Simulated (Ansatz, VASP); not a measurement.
**Co: VASP beside Ansatz**

```
Co
1.0
     2.45642    0.00000    0.00000
    -1.22821    2.12732    0.00000
     0.00000    0.00000    3.98932
Co
2
Direct
  0.66667 0.33333 0.25000
  0.33333 0.66667 0.75000
```

Change from the starting cell: strain +0.0050 x Voigt [0, 0, 1, 0, 0, 0], atoms carried along.

Alike in both runs: task single point; functional PBEsol; k mesh 30 × 30 × 16; occupations gaussian, width 0.15 eV; collinear spin.

|  | VASP | Ansatz |
| --- | --- | --- |
| version | VASP 6.6.1 | Ansatz 0.2.0 |
| potentials or method | VASP PAW PBE potentials, release 64 (Co), cutoff 520 eV | scalar-relativistic, plane waves, PAW |
| valence electrons in the cell | 18 | 34 |

VASP gave:

| Property | Result |
| --- | --- |
| gap on the k mesh at the Fermi level (eV) | none |
| pressure (GPa) | -2.1 |
| traceless stress, the component that is largest in VASP (GPa) | -1.13 |
| net moment per atom (μB) | 1.57 |
| size of the moment on the site where the two differ most (μB) | 1.58 |

Problem. Estimate Ansatz's values.

Solution. gap on the k mesh at the Fermi level (eV): none; pressure (GPa): -1.2; traceless stress, the component that is largest in VASP (GPa): -1.08; net moment per atom (μB): 1.58; size of the moment on the site where the two differ most (μB): 1.64.

VASP's potentials were made for PBE, not for PBEsol. Site moments also hang on the region over which each program counts them. A gap of «none» marks a metal or a gap that the smearing closes. With one functional, cell and mesh, what is left measures potentials, basis and numerics. VASP's potentials hold 18 valence electrons a cell and Ansatz's 34, so a difference there can come from the potentials and not from the codes.
